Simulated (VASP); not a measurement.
The system is KRu4.

```
K Ru
1.0
     4.47155    0.00000    0.00000
    -2.23578    3.87248    0.00000
     0.00000    0.00000    6.08640
K Ru
1 4
Direct
  0.00000 0.00000 0.00000
  0.33333 0.66667 0.00000
  0.66667 0.33333 0.00000
  0.33333 0.66667 0.50000
  0.66667 0.33333 0.50000
```

The cell was generated, and may not be a known phase.

| Item | Value |
| --- | --- |
| Program | VASP 6.6.1 |
| Task | relaxation of cell and atoms |
| Functional | PBE |
| Potentials or basis | VASP PAW PBE potentials, release 64 (K_sv, Ru_pv) |
| Cutoff | 600 eV |
| k mesh | 6 × 6 × 4 |
| Occupations | gaussian, width 0.1 eV |
| Spin | no spin polarisation |

At the start: pressure -7.2 GPa; volume 21.08 Å³/atom.

Problem. How do energy, volume and symmetry change on relaxing?

Solution. Over 10 steps the energy falls by 740.3 meV/atom and the volume is 18.95 Å³/atom (-10.1 %); space group P6/mmm (No. 191, to 0.1 Å) before and after.

Step by step:
| step | energy change (eV) | largest force (eV/Å) | pressure (GPa) | volume (Å³) |
| --- | --- | --- | --- | --- |
| 1 | 0.0000 | 0.0000 | -7.16 | 105.39 |
| 2 | -2.5438 | 0.0000 | 1.71 | 90.65 |
| 3 | -3.0815 | 0.0000 | 12.41 | 85.23 |
| 4 | -3.0310 | 0.0000 | 19.23 | 83.02 |
| 5 | -3.0933 | 0.0000 | 14.38 | 84.51 |
| 6 | -2.5568 | 0.0000 | 19.71 | 90.06 |
| 7 | -3.4013 | 0.0000 | 13.41 | 86.70 |
| 8 | -3.5976 | 0.0000 | -5.67 | 98.78 |
| 9 | -3.6894 | 0.0000 | 0.12 | 94.06 |
| 10 | -3.7015 | 0.0000 | 0.06 | 94.76 |

Final structure:
```
K Ru
1.0
     4.82861    0.00000    0.00000
    -2.41431    4.18170    0.00000
     0.00000    0.00000    4.69323
K Ru
1 4
Direct
  0.00000 0.00000 0.00000
  0.33333 0.66667 0.00000
  0.66667 0.33333 0.00000
  0.33333 0.66667 0.50000
  0.66667 0.33333 0.50000
```

Caveat: a cell axis changed by over 15 % at a fixed basis, so the end point is rough.
